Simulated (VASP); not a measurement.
# MoS2 (P-3m1) in VASP: a series of runs

The runs below take MoS2 through single point, with PBE+D3(BJ).

All numbers are computed with VASP 6.6.1; they aren't measurements. Logs are shortened: lines on timing, memory, paths and dates and some standing lists are left out, and cuts for length are marked.

## 1. The cell of the first run

The typed cell holds 6 atoms: a = 3.244 Å, b = 3.244 Å, c = 11.443 Å, α = 90.00°, β = 90.00°, γ = 120.00°.

## 2. Single point, PBE+D3(BJ)

INCAR

```
SYSTEM = MoS2
ALGO = Normal ; EDIFF = 1E-6
ENCUT = 520 ; GGA = PE
ISIF = 2 ; ISMEAR = 0
IVDW = 12 ; LASPH = .TRUE.
LCHARG = .TRUE. ; LELF = .TRUE.
LREAL = .FALSE. ; LVHAR = .TRUE.
LWAVE = .FALSE. ; NBANDS = 35
NELM = 100 ; PREC = Accurate
SIGMA = 0.05
```

KPOINTS

```
k-points
0
G
  12 12 4
  0 0 0
```

POSCAR

```
MoS2
1.0
    3.2438000000      0.0000000000      0.0000000000
   -1.6219000000      2.8092132048      0.0000000000
    0.0000000000      0.0000000000     11.4426000000
Mo S
2 4
Direct
    0.6666666667      0.3333333333      0.2501439769
    0.3333333333      0.6666666667      0.7498560231
    0.3333333333      0.6666666667      0.3795985159
    0.6666666667      0.3333333333      0.8793132861
    0.3333333333      0.6666666667      0.1206867139
    0.6666666667      0.3333333333      0.6204014841
```

Potentials or basis: VASP PAW PBE potentials, release 64 (Mo_sv, S).

Run with:

```bash
$ cat potpaw_PBE.64/Mo_sv/POTCAR potpaw_PBE.64/S/POTCAR > POTCAR
$ mpirun -np 1 vasp_std > vasp.out
```

OUTCAR:

```text
SYSTEM = MoS2
   EDIFF = 1E-6
   ENCUT = 520
   GGA = PE
   ISIF = 2
   ISMEAR = 0
   IVDW = 12
   LASPH = .TRUE.
   LREAL = .FALSE.
   NELM = 100
   PREC = Accurate
 IVDW          = 12

 ion  position               nearest neighbor table
   1  0.667  0.333  0.250-   3 2.39   3 2.39   3 2.39   5 2.39   5 2.39   5 2.39
   2  0.333  0.667  0.750-   6 2.39   6 2.39   6 2.39   4 2.39   4 2.39   4 2.39
   3  0.333  0.667  0.380-   1 2.39   1 2.39   1 2.39
   4  0.667  0.333  0.879-   2 2.39   2 2.39   2 2.39
   5  0.333  0.667  0.121-   1 2.39   1 2.39   1 2.39
   6  0.667  0.333  0.620-   2 2.39   2 2.39   2 2.39

  LATTYP: Found a hexagonal cell.
 ALAT       =     3.2438000000
 C/A-ratio  =     3.5275294408

  Lattice vectors:

 A1 = (   3.2438000000,   0.0000000000,   0.0000000000)
 A2 = (  -1.6219000000,   2.8092132048,   0.0000000000)
 A3 = (   0.0000000000,   0.0000000000,  11.4426000000)

Analysis of symmetry for initial positions (statically):
=====================================================================
 Subroutine PRICEL returns:
 Original cell was already a primitive cell.

 Routine SETGRP: Setting up the symmetry group for a
 hexagonal supercell.

 Subroutine GETGRP returns: Found 12 space group operations
 (whereof 12 operations were pure point group operations)
 out of a pool of 24 trial point group operations.

The static configuration has the point symmetry D_3d.

Analysis of symmetry for dynamics (positions and initial velocities):
=====================================================================
 Subroutine PRICEL returns:
 Original cell was already a primitive cell.

 Routine SETGRP: Setting up the symmetry group for a
 hexagonal supercell.

 Subroutine GETGRP returns: Found 12 space group operations
 (whereof 12 operations were pure point group operations)
 out of a pool of 24 trial point group operations.

The dynamic configuration has the point symmetry D_3d.

 Subroutine INISYM returns: Found 12 space group operations
 (whereof 12 operations are pure point group operations),
 and found     1 'primitive' translations

----------------------------------------------------------------------------------------

                                     Primitive cell

  volume of cell :     104.2710

  direct lattice vectors                    reciprocal lattice vectors
     3.243800000  0.000000000  0.000000000     0.308280412  0.177985779  0.000000000
    -1.621900000  2.809213205  0.000000000     0.000000000  0.355971558  0.000000000
     0.000000000  0.000000000 11.442600000     0.000000000  0.000000000  0.087392725

  length of vectors
     3.243800000  3.243800000 11.442600000     0.355971558  0.355971558  0.087392725

  position of ions in fractional coordinates (direct lattice)
     0.666666667  0.333333333  0.250143977
     0.333333333  0.666666667  0.749856023
     0.333333333  0.666666667  0.379598516
     0.666666667  0.333333333  0.879313286
     0.333333333  0.666666667  0.120686714
     0.666666667  0.333333333  0.620401484

  ion indices of the primitive-cell ions
   primitive index   ion index
                 1           1
                 2           2
                 3           3
                 4           4
                 5           5
                 6           6

----------------------------------------------------------------------------------------

 KPOINTS: k-points

Automatic generation of k-mesh.
 Grid dimensions read from file:
 generate k-points for:   12   12    4

 Generating k-lattice:

  Cartesian coordinates                     Fractional coordinates (reciprocal lattice)
     0.025690034  0.014832148  0.000000000     0.083333333  0.000000000  0.000000000
     0.000000000  0.029664296  0.000000000     0.000000000  0.083333333  0.000000000
     0.000000000  0.000000000  0.021848181     0.000000000  0.000000000  0.250000000

  Length of vectors
     0.029664296  0.029664296  0.021848181

  Shift w.r.t. Gamma in fractional coordinates (k-lattice)
     0.000000000  0.000000000  0.000000000

 Subroutine IBZKPT returns following result:
 ===========================================

 Found     69 irreducible k-points:

 Following reciprocal coordinates:
            Coordinates               Weight
  0.000000  0.000000  0.000000      1.000000
  0.083333 -0.000000  0.000000      6.000000
  0.166667 -0.000000  0.000000      6.000000
  0.250000 -0.000000  0.000000      6.000000
  0.333333 -0.000000  0.000000      6.000000
  0.416667 -0.000000  0.000000      6.000000
[... 16 lines left out ...]
  0.166667 -0.000000  0.250000      6.000000
  0.000000  0.166667  0.250000      6.000000
 [... further k-points ...]
   k-points           NKPTS =     69   k-points in BZ     NKDIM =     69   number of bands    NBANDS=     35
   number of dos      NEDOS =    301   number of ions     NIONS =      6
   total plane-waves  NPLWV =  51840
   dimension x,y,z NGX =    24 NGY =   24 NGZ =   90
   dimension x,y,z NGXF=    48 NGYF=   48 NGZF=  180
   ions per type =               2   4
   NGX,Y,Z   is equivalent  to a cutoff of  12.30, 12.30, 13.08 a.u.
   NGXF,Y,Z  is equivalent  to a cutoff of  24.60, 24.60, 26.15 a.u.
 SYSTEM =  MoS2
   PREC   = accura    normal or accurate (medium, high low for compatibility)
   ISTART =      0    job   : 0-new  1-cont  2-samecut
   ICHARG =      2    charge: 1-file 2-atom 10-const
   ISPIN  =      1    spin polarized calculation?
   LNONCOLLINEAR =      F non collinear calculations
   LSORBIT =      F    spin-orbit coupling
   LASPH  =      T    aspherical Exc in radial PAW
   ENCUT  =  520.0 eV  38.22 Ry    6.18 a.u.   6.03  6.03 21.28*2*pi/ulx,y,z
   NELM   =    100;   NELMIN=  2; NELMDL= -5     # of ELM steps
   EDIFF  = 0.1E-05   stopping-criterion for ELM
   LREAL  =      F    real-space projection
   EDIFFG = 0.1E-04   stopping-criterion for IOM
   NSW    =      0    number of steps for IOM
   IBRION =     -1    ionic relax: 0-MD 1-quasi-New 2-CG
   NFREE  =      0    steps in history (QN), initial steepest desc. (CG)
   ISIF   =      2    stress and relaxation
   ISYM   =      2    0-nonsym 1-usesym 2-fastsym
   POTIM  = 0.5000    time-step for ionic-motion
   TEBEG  =    0.0;   TEEND  =   0.0 temperature during run
   PSTRESS=    0.0 pullay stress
   NELECT =      52.0000    total number of electrons
   NUPDOWN=      -1.0000    fix difference up-down
   EMIN   =  10.00;   EMAX   =-10.00  energy-range for DOS
   EFERMI =   0.00;   METHOD = LEGACY
   ISMEAR =     0;   SIGMA  =   0.05  broadening in eV -4-tet -1-fermi 0-gaus
   EFERMI_NEDOS =   21; number of points for ismear=-14 and -15
   IALGO  =     38    algorithm
   IMIX   =      4    mixing-type and parameters
     AMIX     =   0.40;   BMIX     =  1.00
     AMIX_MAG =   1.60;   BMIX_MAG =  1.00
  volume/ion in A,a.u.               =      17.38       117.28
  Fermi-wavevector in a.u.,A,eV,Ry     =   1.298239  2.453317 22.931606  1.685426
  Thomas-Fermi vector in A             =   2.429580
   LORBIT       =      0    0 simple, 1 ext, 2 COOP (PROOUT), +10 PAW based schemes
   GGA     = PE    functional components
   LHFCALC =     F    Hartree Fock is set to
   AEXX    =    0.0000 exact exchange contribution
   IVDW    =    12    specifies the selected vdW correction
   LEPSILON=     F    determine dielectric tensor
   LRPA    =     F    only Hartree local field effects (RPA)
 non-spin polarized calculation
 Gauss-broadening in eV      SIGMA  =   0.05
  energy-cutoff  :      520.00
  volume of cell :      104.27
 maximum number of plane-waves:      2856
   NGX = 13   NGY = 13   NGZ = 43

 number of electron      52.0000006 magnetization

 Free energy of the ion-electron system (eV)
  ---------------------------------------------------
  ext. energy  EPLUGINS =         0.00000000
  ---------------------------------------------------
  free energy    TOTEN  =       -43.26659973 eV

  energy without entropy =      -43.26624371  energy(sigma->0) =      -43.26642172

 E-fermi :   8.3898     XC(G=0): -11.0002

 val. band max:        8.3604337933   @ k =   0.0000   0.0000   0.2500
 cond. band min:       8.3968955601   @ k =   0.0000   0.0000   0.0000
 fundamental gap:      0.0364617668
 Fermi energy:         8.3898347109

 k-point     1 :       0.0000    0.0000    0.0000
  band No.  band energies     occupation
      1     -53.6676      2.00000
      2     -53.6676      2.00000
      3     -27.7800      2.00000
      4     -27.7798      2.00000
      5     -27.6697      2.00000
      6     -27.6697      2.00000
[... 27 lines left out ...]
     34      10.4508      0.00000
     35      12.9848      0.00000

 k-point     2 :       0.0833   -0.0000    0.0000
  band No.  band energies     occupation
      1     -53.6656      2.00000
      2     -53.6656      2.00000
      3     -27.7757      2.00000
      4     -27.7755      2.00000
      5     -27.6918      2.00000
      6     -27.6918      2.00000
[... 27 lines left out ...]
     34      10.3459      0.00000
     35      13.4587      0.00000

 k-point     3 :       0.1667   -0.0000    0.0000
  band No.  band energies     occupation
      1     -53.6601      2.00000
      2     -53.6601      2.00000
      3     -27.7638      2.00000
      4     -27.7636      2.00000
      5     -27.7518      2.00000
      6     -27.7518      2.00000
[... 27 lines left out ...]
     34      10.5709      0.00000
     35      14.5704      0.00000
[... 723 lines left out ...]
 k-point    23 :       0.1667   -0.0000    0.2500
  band No.  band energies     occupation
      1     -53.6601      2.00000
      2     -53.6601      2.00000
      3     -27.7638      2.00000
      4     -27.7636      2.00000
      5     -27.7518      2.00000
      6     -27.7518      2.00000
[... 27 lines left out ...]
     34      10.5562      0.00000
     35      14.5540      0.00000

 k-point    24 :       0.0000    0.1667    0.2500
  band No.  band energies     occupation
      1     -53.6601      2.00000
      2     -53.6601      2.00000
      3     -27.7638      2.00000
      4     -27.7636      2.00000
      5     -27.7518      2.00000
      6     -27.7518      2.00000
[... 27 lines left out ...]
     34      10.5562      0.00000
     35      14.5700      0.00000

 [... further k-points ...]

------------------------ aborting loop because EDIFF is reached ----------------------------------------

 Edisp (eV)   -2.61555

 E8    (eV) :    -1.0548

  FORCE on cell =-STRESS in cart. coord.  units (eV):
  Direction    XX          YY          ZZ          XY          YZ          ZX
  --------------------------------------------------------------------------------------
  -------------------------------------------------------------------------------------
  Total      -3.04099    -3.04099     7.08428    -0.00000     0.00000     0.00000
  in kB     -46.72637   -46.72637   108.85355    -0.00000     0.00000     0.00000
  external pressure =        5.13 kB  Pullay stress =        0.00 kB

 VOLUME and BASIS-vectors are now :
 -----------------------------------------------------------------------------
  energy-cutoff  :      520.00
  volume of cell :      104.27
      direct lattice vectors                 reciprocal lattice vectors
     3.243800000  0.000000000  0.000000000     0.308280412  0.177985779  0.000000000
    -1.621900000  2.809213205  0.000000000     0.000000000  0.355971558  0.000000000
     0.000000000  0.000000000 11.442600000     0.000000000  0.000000000  0.087392725

 POSITION                                       TOTAL-FORCE (eV/Angst)
 -----------------------------------------------------------------------------------
      1.62190      0.93640      2.86230        -0.000000      0.000000     -0.001900
     -0.00000      1.87281      8.58030         0.000000     -0.000000      0.001900
     -0.00000      1.87281      4.34359        -0.000000     -0.000000      0.932055
      1.62190      0.93640     10.06163         0.000000      0.000000      0.937028
     -0.00000      1.87281      1.38097         0.000000      0.000000     -0.937028
      1.62190      0.93640      7.09901         0.000000      0.000000     -0.932055
 -----------------------------------------------------------------------------------
    total drift:                               -0.000000      0.000000      0.000000

  FREE ENERGIE OF THE ION-ELECTRON SYSTEM (eV)
  ---------------------------------------------------
  free  energy   TOTEN  =       -45.8821538655 eV

  energy  without entropy=      -45.8817978458  energy(sigma->0) =      -45.88197586
```

Run time: 2.3 min. Hardware: 1 thread of AMD EPYC 9R45 (Zen 5), shared host; peak memory 0.32 GiB.

What came out:

```
Free energy                : -45.8822 eV
Pressure                   : 0.5 GPa
Largest force              : 0.937 eV/Å
Dispersion energy per atom : -0.436 eV
```

Forces in eV/Å, atoms in the order of the input:
```
Mo   0.000  0.000 -0.002
Mo   0.000  0.000  0.002
S    0.000  0.000  0.932
S    0.000  0.000  0.937
S    0.000  0.000 -0.937
S    0.000  0.000 -0.932
```

Stress tensor (GPa, compression positive):
```
-4.67  0.00  0.00
 0.00 -4.67  0.00
 0.00  0.00 10.89
```

## 3. Single point, PBE+D3(BJ)

This run uses another cell than the first one, of the same volume but with other edges.

INCAR

```
SYSTEM = MoS2
PREC     = Accurate       ! precision mode
ENCUT    = 520            ! plane-wave cutoff, eV
EDIFF    = 1E-7           ! SCF threshold, eV
ISMEAR   = 0              ! smearing method
SIGMA    = 0.05           ! smearing width, eV
LREAL    = .FALSE.        ! projectors in reciprocal space
LASPH    = .TRUE.         ! aspherical terms in the spheres
NELM     = 100            ! most SCF steps
ALGO     = Normal         ! electronic algorithm
ISIF     = 2              ! what is computed and relaxed
LWAVE    = .FALSE.        ! write WAVECAR
LCHARG   = .TRUE.         ! write CHGCAR
GGA      = PE             ! functional
IVDW     = 12             ! dispersion correction
LELF     = .TRUE.         ! ELF
LVHAR    = .TRUE.       
NBANDS   = 35             ! bands
```

KPOINTS

```
Automatic mesh
0
G
  12 12 4
  0 0 0
```

POSCAR: that of step 2 with these lines changed.

```diff
@@ -2,5 +2,5 @@
 1.0
-    3.2438000000      0.0000000000      0.0000000000
-   -1.6219000000      2.8092132048      0.0000000000
-    0.0000000000      0.0000000000     11.4426000000
+    3.3068000000      0.0000000000      0.0000000000
+   -1.6534000000      2.8637728052      0.0000000000
+    0.0000000000      0.0000000000     11.0072000000
 Mo S
```

Potentials or basis: VASP PAW PBE potentials, release 64 (Mo_sv, S).

Run with:

```bash
$ cat potpaw_PBE.64/Mo_sv/POTCAR potpaw_PBE.64/S/POTCAR > POTCAR
$ mpirun -np 1 vasp_std > vasp.out
```

It took 3.1 min on 1 thread of AMD EPYC 9R45 (Zen 5), shared host; peak memory 0.34 GiB.

It converged, with:

| Item | Value |
| --- | --- |
| Free energy | -45.3694 eV |
| Pressure | 1.5 GPa |
| Largest force | 1.529 eV/Å |
| Band gap on the k mesh | zero (bands 26 and 27 overlap by 0.51 eV) |
| Dispersion energy per atom | -0.436 eV |

Forces in eV/Å, atoms in the order of the input:
```
Mo   0.000  0.000 -0.002
Mo   0.000  0.000  0.002
S    0.000  0.000  1.522
S    0.000  0.000  1.529
S    0.000  0.000 -1.529
S    0.000  0.000 -1.522
```

Stress tensor (GPa, compression positive):
```
-6.85  0.00  0.00
 0.00 -6.85  0.00
 0.00  0.00 18.12
```

Levels at points of the mesh, in eV from the Fermi level:
```tsv
k point	band 23	band 24	band 25	band 26	band 27	band 28	band 29	band 30
(0.00, 0.00, 0.00)	-3.04	-0.55	-0.08	0.41	1.53	1.53	1.53	1.53
(0.50, 0.00, 0.00)	-2.48	-1.99	-1.87	-1.29	0.71	0.85	1.17	1.28
(0.00, 0.00, 0.50)	-1.97	-1.96	0.34	0.34	1.51	1.51	1.51	1.51
(0.50, 0.00, 0.50)	-2.40	-2.40	-1.46	-1.45	0.77	0.77	1.23	1.23
```

Caveat: forces of over 1 eV/Å act on the atoms, so gaps and moduli don't describe the material at rest.

## 4. Single point, PBE+D3(BJ)

INCAR

```
PREC = Accurate
ENCUT = 520
EDIFF = 1E-6
ISMEAR = 0
SIGMA = 0.05
LREAL = False
LASPH = True
NELM = 100
ALGO = Normal
ISIF = 2
LWAVE = False
LCHARG = True
GGA = PE
IVDW = 12
LELF = True
LVHAR = True
NBANDS = 35
```

KPOINTS

```
regular mesh
0
Gamma
  12 12 4
```

POSCAR: that of step 3 with these lines changed.

```diff
@@ -2,5 +2,5 @@
 1.0
-    3.3068000000      0.0000000000      0.0000000000
-   -1.6534000000      2.8637728052      0.0000000000
-    0.0000000000      0.0000000000     11.0072000000
+    3.2753000000      0.0000000000      0.0000000000
+   -1.6376500000      2.8364930050      0.0000000000
+    0.0000000000      0.0000000000     11.2249000000
 Mo S
```

Run with:

```bash
$ cat potpaw_PBE.64/Mo_sv/POTCAR potpaw_PBE.64/S/POTCAR > POTCAR
$ mpirun -np 1 vasp_std > vasp.out
```

Run time: 2.2 min. Hardware: 1 thread of AMD EPYC 9R45 (Zen 5), shared host; peak memory 0.31 GiB.

It converged, with:

```yaml
Free_energy: -45.6572 eV
Pressure: 1.0 GPa
Largest_force: 1.251 eV/Å
Band_gap_on_the_k_mesh: zero (bands 26 and 27 overlap by 0.25 eV)
Dispersion_energy_per_atom: -0.436 eV
```

Forces on the atoms (eV/Å):
```
Mo   0.000  0.000 -0.002
Mo   0.000  0.000  0.002
S    0.000  0.000  1.244
S    0.000  0.000  1.251
S    0.000  0.000 -1.251
S    0.000  0.000 -1.244
```

Stress tensor (GPa, compression positive):
```
-5.87  0.00  0.00
 0.00 -5.87  0.00
 0.00  0.00 14.59
```

Levels at points of the mesh, in eV from the Fermi level:
```tsv
k point	band 22	band 23	band 24	band 25	band 26	band 27	band 28	band 29	band 30	band 31
(0.00, 0.00, 0.00)	-2.99	-2.99	-0.81	-0.40	0.27	1.52	1.52	1.54	1.54	1.85
(0.50, 0.00, 0.00)	-2.70	-2.39	-2.23	-1.89	-1.41	0.77	0.89	1.26	1.40	2.55
(0.00, 0.00, 0.50)	-3.05	-2.23	-2.23	0.14	0.15	1.51	1.51	1.51	1.51	2.06
(0.50, 0.00, 0.50)	-2.56	-2.56	-2.56	-1.57	-1.57	0.82	0.82	1.34	1.34	2.98
```

Caveat: forces of over 1 eV/Å act on the atoms, so gaps and moduli don't describe the material at rest.

## 5. Summary

```tsv
cell	gap on the mesh (eV)	pressure (GPa)	largest force (eV/Å)
a = 3.244, b = 3.244, c = 11.443 Å, angles 90.0, 90.0, 120.0°, 6 atoms	-	0.5	0.94
a = 3.307, b = 3.307, c = 11.007 Å, angles 90.0, 90.0, 120.0°, 6 atoms	none	1.5	1.53
a = 3.275, b = 3.275, c = 11.225 Å, angles 90.0, 90.0, 120.0°, 6 atoms	none	1.0	1.25
```

Alike in all rows: task single point; level PBE+D3(BJ); potentials or basis VASP PAW PBE potentials, release 64 (Mo_sv, S); no spin polarisation; k mesh 12 × 12 × 4; cutoff (eV) 520; smearing gaussian 0.05 eV.

Caveats: forces of over 1 eV/Å act on the atoms, so gaps and moduli don't describe the material at rest (at least some runs).

Absolute energies hang on the potentials; compare differences alone.
